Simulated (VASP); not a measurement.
# In3B2As (P-6m2) in VASP: a series of runs

The runs below take In3B2As through single point, with PBE.

Program: VASP 6.6.1. These are calculated values, not measurements. Logs are shortened: lines on timing, memory, paths and dates and some standing lists are left out, and cuts for length are marked.

## (1) The cell of the first run

Symmetry: P-6m2, No. 187, hexagonal system. Conventional cell: a = 5.041 Å, b = 5.041 Å, c = 5.708 Å, α = 90.00°, β = 90.00°, γ = 120.00°. Within 3.8 Å of In (site symmetry -6m2) lie 2 As at 2.85 Å and 3 In at 2.91 Å and 6 B at 3.02 Å. In (site symmetry -6m2) has 2 In at 2.85 Å and 3 As at 2.91 Å and 6 B at 3.56 Å within 3.8 Å. Within 3.8 Å of In (site symmetry -6m2) lie 5 In at 2.85 to 2.91 Å and 6 B at 3.02 Å. B (site symmetry 3m) has 1 B at 1.61 Å within 2.1 Å. As (site symmetry -6m2) has 5 In at 2.85 to 2.91 Å and 6 B at 3.56 Å within 3.8 Å.

The cell was generated, and may not be a known phase.

## (2) Single point, PBE

INCAR

```
PREC     = Accurate       # precision mode
ENCUT    = 520            # plane-wave cutoff, eV
EDIFF    = 1E-6           # SCF threshold, eV
ISMEAR   = 0              # smearing method
SIGMA    = 0.1            # smearing width, eV
LREAL    = False          # projectors in reciprocal space
LASPH    = True           # aspherical terms in the spheres
NELM     = 60             # most SCF steps
ALGO     = Normal         # electronic algorithm
ISIF     = 2              # what is computed and relaxed
LWAVE    = False          # write WAVECAR
LCHARG   = False          # write CHGCAR
GGA      = PE             # functional
NBANDS   = 34             # bands
```

KPOINTS

```
Automatic mesh
0
Gamma
  6 6 2
```

POSCAR

```
In3B2As
1.0
    5.0414789505      0.0000000000      0.0000000000
   -2.5207394752      4.3660488438      0.0000000000
    0.0000000000      0.0000000000      5.7075614565
In B As
3 2 1
Direct
    0.0000000000      0.0000000000      0.0000000000
    0.3333333333      0.6666666667      0.5000000000
    0.3333333333      0.6666666667      0.0000000000
    0.6666666667      0.3333333333      0.8593256914
    0.6666666667      0.3333333333      0.1406743086
    0.0000000000      0.0000000000      0.5000000000
```

Potentials or basis: VASP PAW PBE potentials, release 64 (In_d, B, As).

Command:

```sh
cat potpaw_PBE.64/In_d/POTCAR potpaw_PBE.64/B/POTCAR potpaw_PBE.64/As/POTCAR > POTCAR
mpirun -np 1 vasp_std > vasp.out
```

OUTCAR:

```text
PREC = Accurate
   ENCUT = 520
   EDIFF = 1E-6
   ISMEAR = 0
   LREAL = False
   LASPH = True
   NELM = 60
   ISIF = 2
   GGA = PE

 ion  position               nearest neighbor table
   1  0.000  0.000  0.000-   6 2.85   6 2.85   3 2.91   3 2.91   3 2.91   5 3.02   4 3.02   5 3.02
                             4 3.02   5 3.02   4 3.02
   2  0.333  0.667  0.500-   3 2.85   3 2.85   6 2.91   6 2.91   6 2.91
   3  0.333  0.667  0.000-   2 2.85   2 2.85   1 2.91   1 2.91   1 2.91   4 3.02   5 3.02   4 3.02
                             5 3.02   4 3.02   5 3.02
   4  0.667  0.333  0.859-   5 1.61   1 3.02   3 3.02   3 3.02   1 3.02   1 3.02   3 3.02
   5  0.667  0.333  0.141-   4 1.61   1 3.02   3 3.02   3 3.02   1 3.02   1 3.02   3 3.02
   6  0.000  0.000  0.500-   1 2.85   1 2.85   2 2.91   2 2.91   2 2.91

  LATTYP: Found a hexagonal cell.
 ALAT       =     5.0414789505
 C/A-ratio  =     1.1321204576

  Lattice vectors:

 A1 = (   5.0414789505,   0.0000000000,   0.0000000000)
 A2 = (  -2.5207394752,   4.3660488438,   0.0000000000)
 A3 = (   0.0000000000,   0.0000000000,   5.7075614565)

Analysis of symmetry for initial positions (statically):
=====================================================================
 Subroutine PRICEL returns:
 Original cell was already a primitive cell.

 Routine SETGRP: Setting up the symmetry group for a
 hexagonal supercell.

 Subroutine GETGRP returns: Found 12 space group operations
 (whereof 12 operations were pure point group operations)
 out of a pool of 24 trial point group operations.

The static configuration has the point symmetry D_3h.

Analysis of symmetry for dynamics (positions and initial velocities):
=====================================================================
 Subroutine PRICEL returns:
 Original cell was already a primitive cell.

 Routine SETGRP: Setting up the symmetry group for a
 hexagonal supercell.

 Subroutine GETGRP returns: Found 12 space group operations
 (whereof 12 operations were pure point group operations)
 out of a pool of 24 trial point group operations.

The dynamic configuration has the point symmetry D_3h.

 Subroutine INISYM returns: Found 12 space group operations
 (whereof 12 operations are pure point group operations),
 and found     1 'primitive' translations

----------------------------------------------------------------------------------------

[... 91 lines left out ...]
   EDIFFG = 0.1E-04   stopping-criterion for IOM
   NSW    =      0    number of steps for IOM
   IBRION =     -1    ionic relax: 0-MD 1-quasi-New 2-CG
   NFREE  =      0    steps in history (QN), initial steepest desc. (CG)
   ISIF   =      2    stress and relaxation
   ISYM   =      2    0-nonsym 1-usesym 2-fastsym
   POTIM  = 0.5000    time-step for ionic-motion
   TEBEG  =    0.0;   TEEND  =   0.0 temperature during run
   PSTRESS=    0.0 pullay stress
   NELECT =      50.0000    total number of electrons
   NUPDOWN=      -1.0000    fix difference up-down
   EMIN   =  10.00;   EMAX   =-10.00  energy-range for DOS
   EFERMI =   0.00;   METHOD = LEGACY
   ISMEAR =     0;   SIGMA  =   0.10  broadening in eV -4-tet -1-fermi 0-gaus
   EFERMI_NEDOS =   21; number of points for ismear=-14 and -15
   IALGO  =     38    algorithm
   IMIX   =      4    mixing-type and parameters
     AMIX     =   0.40;   BMIX     =  1.00
     AMIX_MAG =   1.60;   BMIX_MAG =  1.00
  volume/ion in A,a.u.               =      20.94       141.30
  Fermi-wavevector in a.u.,A,eV,Ry     =   1.204201  2.275611 19.729821  1.450101
  Thomas-Fermi vector in A             =   2.339933
   LORBIT       =      0    0 simple, 1 ext, 2 COOP (PROOUT), +10 PAW based schemes
   GGA     = PE    functional components
   LHFCALC =     F    Hartree Fock is set to
   AEXX    =    0.0000 exact exchange contribution
   IVDW    =     0    specifies the selected vdW correction
   LEPSILON=     F    determine dielectric tensor
   LRPA    =     F    only Hartree local field effects (RPA)
 non-spin polarized calculation
 Gauss-broadening in eV      SIGMA  =   0.10
  energy-cutoff  :      520.00
  volume of cell :      125.63
 maximum number of plane-waves:      3406
 NGX is ok and might be reduce to    40
   NGX = 19   NGY = 19   NGZ = 21

 number of electron      49.9999988 magnetization

 Free energy of the ion-electron system (eV)
  ---------------------------------------------------
  ext. energy  EPLUGINS =         0.00000000
  ---------------------------------------------------
  free energy    TOTEN  =       -19.61255425 eV

  energy without entropy =      -19.60264768  energy(sigma->0) =      -19.60760096

 E-fermi :   5.7234     XC(G=0): -10.0364

 val. band max:        5.7123457873   @ k =   0.1667   0.1667   0.0000
 cond. band min:       5.7371604374   @ k =   0.3333   0.3333   0.0000
 fundamental gap:      0.0248146501
 Fermi energy:         5.7233831009

 k-point     1 :       0.0000    0.0000    0.0000
  band No.  band energies     occupation
      1      -9.3515      2.00000
      2      -9.1864      2.00000
      3      -9.1864      2.00000
      4      -9.1270      2.00000
      5      -9.1187      2.00000
      6      -9.1187      2.00000
[... 507 lines left out ...]
     33      11.8121      0.00000
     34      12.0891      0.00000

------------------------ aborting loop because EDIFF is reached ----------------------------------------

  FORCE on cell =-STRESS in cart. coord.  units (eV):
  Direction    XX          YY          ZZ          XY          YZ          ZX
  --------------------------------------------------------------------------------------
  -------------------------------------------------------------------------------------
  Total        0.1209670      0.1209670      0.0354651      0.0000000      0.0000000     -0.0000000
  in kB        1.5426965      1.5426965      0.4522876      0.0000000      0.0000000     -0.0000000
  external PRESSURE =       1.1792269 kB  Pullay stress =       0.0000000 kB

 VOLUME and BASIS-vectors are now :
 -----------------------------------------------------------------------------
  energy-cutoff  :      520.00
  volume of cell :      125.63
      direct lattice vectors                 reciprocal lattice vectors
     5.041478951  0.000000000  0.000000000     0.198354493  0.114520020  0.000000000
    -2.520739475  4.366048844  0.000000000     0.000000000  0.229040040  0.000000000
     0.000000000  0.000000000  5.707561456     0.000000000  0.000000000  0.175206173

 POSITION                                       TOTAL-FORCE (eV/Angst)
 -----------------------------------------------------------------------------------
      0.00000      0.00000      0.00000         0.000000     -0.000000      0.000000
     -0.00000      2.91070      2.85378        -0.000000     -0.000000      0.000000
     -0.00000      2.91070      0.00000        -0.000000      0.000000      0.000000
      2.52074      1.45535      4.90465         0.000000     -0.000000      0.013380
      2.52074      1.45535      0.80291         0.000000     -0.000000     -0.013380
      0.00000      0.00000      2.85378         0.000000     -0.000000      0.000000
 -----------------------------------------------------------------------------------
    total drift:                                0.000002     -0.000001     -0.000000

  FREE ENERGIE OF THE ION-ELECTRON SYSTEM (eV)
  ---------------------------------------------------
  free  energy   TOTEN  =       -19.6125542480 eV

  energy  without entropy=      -19.6026476782  energy(sigma->0) =      -19.60760096
```

OSZICAR:

```text
N       E                     dE             d eps       ncg     rms          rms(c)
DAV:   1     0.460669457038E+03    0.46067E+03   -0.22907E+04   952   0.178E+03
DAV:   2     0.301077768275E+02   -0.43056E+03   -0.41774E+03   960   0.441E+02
DAV:   3    -0.186716479210E+02   -0.48779E+02   -0.47255E+02  1144   0.166E+02
DAV:   4    -0.212038459259E+02   -0.25322E+01   -0.25023E+01  1168   0.367E+01
DAV:   5    -0.213320704239E+02   -0.12822E+00   -0.12819E+00  1512   0.732E+00    0.770E+00
DAV:   6    -0.197274107153E+02    0.16047E+01   -0.50885E+00  1382   0.164E+01    0.415E+00
DAV:   7    -0.196317519012E+02    0.95659E-01   -0.95772E-01  1154   0.614E+00    0.193E+00
DAV:   8    -0.196140647302E+02    0.17687E-01   -0.13709E-01  1336   0.367E+00    0.630E-01
DAV:   9    -0.196124609992E+02    0.16037E-02   -0.24446E-02  1136   0.117E+00    0.196E-01
DAV:  10    -0.196124966951E+02   -0.35696E-04   -0.34916E-03  1150   0.726E-01    0.122E-01
DAV:  11    -0.196125446406E+02   -0.47946E-04   -0.49653E-04  1158   0.150E-01    0.731E-02
DAV:  12    -0.196125557818E+02   -0.11141E-04   -0.57412E-05  1274   0.143E-01    0.218E-02
DAV:  13    -0.196125545264E+02    0.12554E-05   -0.13683E-05  1478   0.384E-02    0.751E-03
DAV:  14    -0.196125542480E+02    0.27839E-06   -0.12396E-06   602   0.177E-02
   1 F= -.19612554E+02 E0= -.19607601E+02  d E =-.990657E-02
```

stdout:

```text
POSCAR found type information on POSCAR InB As
 POSCAR found :  3 types and       6 ions
 scaLAPACK will be used
 LDA part: xc-table for (Slater+PW92), standard interpolation
 POSCAR, INCAR and KPOINTS ok, starting setup
 FFT: planning ... GRIDC
 FFT: planning ... GRID_SOFT
 FFT: planning ... GRID
 WAVECAR not read
 entering main loop
```

Run time: 2.1 min. Hardware: 1 thread of Intel Xeon 8259CL, shared host; peak memory 0.27 GiB.

Results:

```
Free energy            : -19.6126 eV
Pressure               : 0.1 GPa
Largest force          : 0.013 eV/Å
Band gap on the k mesh : zero (bands 25 and 26 overlap by 1.09 eV)
```

Forces in eV/Å, atoms in the order of the input:
```
In   0.000  0.000  0.000
In   0.000  0.000  0.000
In   0.000  0.000  0.000
B    0.000  0.000  0.013
B    0.000  0.000 -0.013
As   0.000  0.000  0.000
```

Caveat: the k points lie up to 0.55 Å⁻¹ apart, too coarse for converged energies and pressures of a metal; spin-orbit coupling is left out, which moves the levels of the heavy elements.

(Part 1 of 2 ends here.)

The gap in the log of VASP goes by the Fermi energy; the results here count the filled bands.